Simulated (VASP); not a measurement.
Write the native input for VASP 6.6.1 that does the following.

- Task: single point
- Functional: PBE
- Potentials or basis: VASP PAW PBE potentials, release 64 (Ni, Si)
- Cutoff: 520 eV
- k mesh: 8 × 8 × 8
- Occupations: methfessel-paxton, width 0.1 eV
- Spin: no spin polarisation
- Dipole correction: no
- Further INCAR settings: ALGO = Normal; EDIFF = 1e-07; NBANDS = 45

The structure of Si7Ni4 lies in POSCAR:

```
Si7Ni4
1.0
    5.3725458756      0.0000000000      0.0000000000
    0.0000000000      5.3725458756      0.0000000000
    0.0000000000      0.0000000000      5.3725458756
Ni Si
4 7
Direct
   -0.0004238435     -0.0004238435     -0.0004238435
   -0.0004238435      0.5004238435      0.5004238435
    0.5004238435     -0.0004238435      0.5004238435
    0.5004238435      0.5004238435     -0.0004238435
    0.7500000000      0.7500000000      0.7500000000
    0.2500000000      0.7500000000      0.7500000000
    0.7500000000      0.2500000000      0.2500000000
    0.7500000000      0.2500000000      0.7500000000
    0.2500000000      0.7500000000      0.2500000000
    0.7500000000      0.7500000000      0.2500000000
    0.2500000000      0.2500000000      0.7500000000
```

These files were run (other wordings do the same):

INCAR

```
SYSTEM = Si7Ni4
PREC = Accurate
ENCUT = 520
EDIFF = 1E-7
ISMEAR = 1
SIGMA = 0.1
LREAL = .False.
LASPH = .True.
NELM = 80
ALGO = Normal
ISIF = 2
LWAVE = .False.
LCHARG = .False.
GGA = PE
NBANDS = 45
```

KPOINTS

```
Automatic mesh
0
Gamma
  8 8 8
  0 0 0
```

Potentials or basis: VASP PAW PBE potentials, release 64 (Ni, Si).

The run is started by

```bash
$ cat potpaw_PBE.64/Ni/POTCAR potpaw_PBE.64/Si/POTCAR > POTCAR
$ mpirun -np 1 vasp_std > vasp.out
```

It gave:

The pressure is 0.0 GPa and the largest force is 0.020 eV/Å. The band gap on the k mesh is zero (bands 34 and 35 overlap by 0.98 eV).

Wall time 3.5 min on 1 thread of Intel(R) Xeon(R) Platinum 8488C (Sapphire Rapids), on a shared host, peak memory 0.34 GiB.
